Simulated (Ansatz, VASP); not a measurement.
**One calculation of C, two programs**

INCAR

```
SYSTEM = C
PREC = Accurate
ENCUT = 520
EDIFF = 1E-6
ISMEAR = 0
SIGMA = 0.15
LREAL = .FALSE.
LASPH = .TRUE.
NELM = 100
ALGO = Normal
ISIF = 2
LWAVE = .FALSE.
LCHARG = .FALSE.
GGA = PS
NBANDS = 16
```

KPOINTS

```
Automatic mesh
0
G
  18 18 6
  0 0 0
```

POSCAR

```
C
1.0
    2.2866217055      0.0000000000      0.0000000000
   -1.1433108528      2.1293252536      0.0000000000
    0.0000000000      0.0000000000      7.2458067263
C
4
Direct
   -0.1154958935      0.0000000000      0.0025000000
    0.1154958935      0.0000000000      0.5025000000
    0.2178266890      0.6666666667      0.0025000000
    0.7821733110      0.3333333333      0.5025000000
```

Input for Ansatz:

```yaml
crystal:
  lattice:
    - [2.2866217055, 0.0, 0.0]
    - [-1.1433108528, 2.1293252536, 0.0]
    - [0.0, 0.0, 7.2458067263]
  atoms:
    - { symbol: C, position: [-0.1154958935, 0.0, 0.0025] }
    - { symbol: C, position: [0.1154958935, 0.0, 0.5025] }
    - { symbol: C, position: [0.217826689, 0.6666666667, 0.0025] }
    - { symbol: C, position: [0.782173311, 0.3333333333, 0.5025] }
basis:
  ecutwfc: 520.0
kpoints:
  mp_grid: { grid: [18, 18, 6] }
hamiltonian:
  xc: pbesol
  pseudopotentials: { kind: paw, azcp: { folder: soft_1 } }
scf:
  occupations: { method: gaussian, width: 0.15 }
output:
  forces: true
  stress: true
  eigenvalues: true
```

Change from the starting cell: mode 4 frozen in at -0.284 Å, normal strain along x -0.0700.

Alike in both runs: task single point; functional PBEsol; k mesh 18 × 18 × 6; occupations gaussian, width 0.15 eV; no spin polarisation.

```csv
,VASP,Ansatz
version,VASP 6.6.1,Ansatz 0.2.0
potentials or method,"VASP PAW PBE potentials, release 64 (C), cutoff 520 eV","scalar-relativistic, plane waves, PAW"
valence electrons in the cell,16,16
```

Ansatz gave:

| Property | Result |
| --- | --- |
| gap on the k mesh at the Fermi level (eV) | 0.48 |
| least direct gap on the mesh (eV) | 0.60 |
| pressure (GPa) | 34.4 |
| traceless stress, the component that is largest in VASP (GPa) | 53.68 |
| rms of the force components (eV/Å) | 0.850 |

Problem. Which values does VASP return?

Solution. gap on the k mesh at the Fermi level (eV): 0.48; least direct gap on the mesh (eV): 0.60; pressure (GPa): 35.1; traceless stress, the component that is largest in VASP (GPa): 54.23; rms of the force components (eV/Å): 0.860.

VASP's potentials were made for PBE, not for PBEsol, and Ansatz warns of the same on its side. Atom by atom the forces differ by 0.010 eV/Å (rms over components). Both programs put the cell under a high pressure, so it lies far from rest at this level.
